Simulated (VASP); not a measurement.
Input of a VASP 6.6.1 run:

File INCAR:

```
SYSTEM = MnF2
PREC = Accurate
ENCUT = 520
EDIFF = 1E-6
ISMEAR = 0
SIGMA = 0.01
LREAL = .FALSE.
LASPH = .TRUE.
NELM = 150
ALGO = Normal
ISIF = 2
LWAVE = .FALSE.
LCHARG = .FALSE.
ISPIN = 2
MAGMOM = 5 -5 0 0 0 0
LORBIT = 11
LMAXMIX = 4
LDAU = .TRUE.
LDAUTYPE = 2
LDAUL = 2 -1
LDAUU = 4 0
LDAUJ = 0 0
LDAUPRINT = 1
GGA = PS
NBANDS = 40
```

KPOINTS

```
Automatic mesh
0
G
  5 5 7
  0 0 0
```

File POSCAR:

```
MnF2
1.0
    4.8994476422     -0.0000003295      0.0000000000
   -0.0000003295      4.8994476422      0.0000000000
    0.0000000000      0.0000000000      3.3152525489
Mn F
2 4
Direct
    0.0000000000      0.0000000000      0.0000000000
    0.5000000000      0.5000000000      0.5000000000
    0.3048719655      0.3048719655      0.0000000000
    0.1951280407      0.8048719593      0.5000000000
    0.6951280345      0.6951280345      0.0000000000
    0.8048719593      0.1951280407      0.5000000000
```

Potentials or basis: VASP PAW PBE potentials, release 64 (Mn_pv, F).

Launch:

```sh
$ cat potpaw_PBE.64/Mn_pv/POTCAR potpaw_PBE.64/F/POTCAR > POTCAR
$ mpirun -np 1 vasp_std > vasp.out
```

Problem. Predict the net moment.

Solution. 0.00 μB per cell.

Problem. Estimate the site moments.

Solution. Mn +4.67, -4.67; F -0.02, +0.02 μB.

Eigenvalues of the final occupation matrices:
```tsv
site	spin	trace	eigenvalues
site 1 d	1	4.80	0.94 0.95 0.95 0.98 0.98
site 1 d	2	0.16	0.01 0.01 0.02 0.06 0.06
site 2 d	1	0.16	0.01 0.01 0.02 0.06 0.06
site 2 d	2	4.80	0.94 0.95 0.95 0.98 0.98
```

 The state reached can hang on the start; a lower one may exist.
